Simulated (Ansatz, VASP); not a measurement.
# One calculation of Se, two programs

The input INCAR:

```
SYSTEM = Se
ALGO = Normal ; EDIFF = 1E-6
ENCUT = 520 ; GGA = CA
ISIF = 2 ; ISMEAR = -1
LASPH = .True. ; LCHARG = .False.
LREAL = .False. ; LWAVE = .False.
NBANDS = 9 ; NELM = 100
PREC = Accurate ; SIGMA = 0.08
```

KPOINTS

```
k-points
0
Gamma
  13 13 13
  0 0 0
```

POSCAR

```
Se
1.0
    2.7692252750      0.0000000000      0.0000000000
    0.0000000000      2.7692252750      0.0000000000
    0.0000000000      0.0000000000      2.7692252750
Se
1
Direct
    0.0000000000      0.0000000000      0.0000000000
```

Input for Ansatz:

```yaml
crystal:
  lattice:
    - [2.769225275, 0.0, 0.0]
    - [0.0, 2.769225275, 0.0]
    - [0.0, 0.0, 2.769225275]
  atoms:
    - { symbol: Se, position: [0.0, 0.0, 0.0] }
kpoints:
  mp_grid: { grid: [13, 13, 13] }
  band_path:
    path:
      - [0.0, 0.0, 0.0]
      - [0.0, 0.5, 0.0]
      - [0.5, 0.5, 0.0]
      - [0.0, 0.0, 0.0]
      - [0.5, 0.5, 0.5]
      - [0.0, 0.5, 0.0]
      - [0.5, 0.5, 0.5]
      - [0.5, 0.5, 0.0]
    npoints: 8
scf:
  occupations: { method: fermi_dirac, width: 0.08 }
hamiltonian:
  xc: lda
  pseudopotentials: { kind: paw }
output:
  forces: true
  stress: true
  eigenvalues: true
  populations: true
  dos: { projected: true, de: 0.2, e_range: [-14, 8] }
```

Change from the starting cell: volume scaled by 1, PAW files.

Alike in both runs: task single point; functional LDA; k mesh 13 × 13 × 13; occupations fermi-dirac, width 0.08 eV; no spin polarisation.

|  | VASP | Ansatz |
| --- | --- | --- |
| version | VASP 6.6.1 | Ansatz 0.2.0 |
| potentials or method | VASP PAW LDA potentials, release 64 (Se) | PAW with Ansatz's default frozen-core files, scalar-relativistic |
| plane-wave cutoff (eV) | 520 | 420 |
| valence electrons in the cell | 6 | 16 |

VASP gave:

| Property | Result |
| --- | --- |
| pressure (GPa) | 0.1 |

Which values does Ansatz return?

Pressure (GPa): 0.0.

LDA's correlation is that of Perdew and Zunger in VASP and of Perdew and Wang (1992) in Ansatz. VASP's potentials hold 6 valence electrons a cell and Ansatz's 16, so a difference there can come from the potentials and not from the codes.
